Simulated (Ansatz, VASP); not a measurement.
PbS in VASP and in Ansatz

File INCAR:

```
SYSTEM = PbS
PREC = Accurate
ENCUT = 520
EDIFF = 1E-7
ISMEAR = -1
SIGMA = 0.05
LREAL = .FALSE.
LASPH = .TRUE.
NELM = 60
ALGO = Normal
ISIF = 2
LWAVE = .FALSE.
LCHARG = .TRUE.
GGA = PS
LELF = .TRUE.
LVHAR = .TRUE.
NBANDS = 17
```

The input KPOINTS:

```
regular mesh
0
G
  8 8 8
  0 0 0
```

Contents of POSCAR:

```
PbS
1.0
    2.0695340594      1.1948460463      3.3814492087
   -2.0695340594      1.1948460463      3.3814492087
    0.0000000000     -2.3896920926      3.3814492087
Pb S
1 1
Direct
    0.9805657800      0.9805657800      0.9805657800
    0.4750355500      0.4750355500      0.4750355500
```

Contents of input.yaml:

```yaml
crystal:
  lattice:
    - [2.0695340594, 1.1948460463, 3.3814492087]
    - [-2.0695340594, 1.1948460463, 3.3814492087]
    - [0.0, -2.3896920926, 3.3814492087]
  atoms:
    - { symbol: Pb, position: [0.98056578, 0.98056578, 0.98056578] }
    - { symbol: S, position: [0.47503555, 0.47503555, 0.47503555] }
hamiltonian:
  xc: pbesol
  pseudopotentials: { kind: paw }
kpoints:
  mp_grid: { grid: [8, 8, 8] }
scf:
  occupations: { method: fermi_dirac, width: 0.05 }
output:
  forces: true
  stress: true
  eigenvalues: true
```

Alike in both runs: task single point; functional PBEsol; k mesh 8 × 8 × 8; occupations fermi-dirac, width 0.05 eV; no spin polarisation.

```csv
,VASP,Ansatz
version,VASP 6.6.1,Ansatz 0.2.0
potentials or method,"VASP PAW PBE potentials, release 64 (Pb_d, S)",Ansatz PAW
plane-wave cutoff (eV),520,420
valence electrons in the cell,20,20
```

Ansatz gave:

```
gap on the k mesh at the Fermi level (eV) : 0.14
least direct gap on the mesh (eV)         : 0.14
pressure (GPa)                            : 1.5
rms of the force components (eV/Å)        : 0.023
```

Task: Which values does VASP return?

Result: gap on the k mesh at the Fermi level (eV): 0.14; least direct gap on the mesh (eV): 0.14; pressure (GPa): 1.5; rms of the force components (eV/Å): 0.024.

VASP's potentials were made for PBE, not for PBEsol. Atom by atom the forces differ by 0.000 eV/Å (rms over components). With one functional, cell and mesh, what is left measures potentials, basis and numerics.

Neither program's run includes spin-orbit coupling.
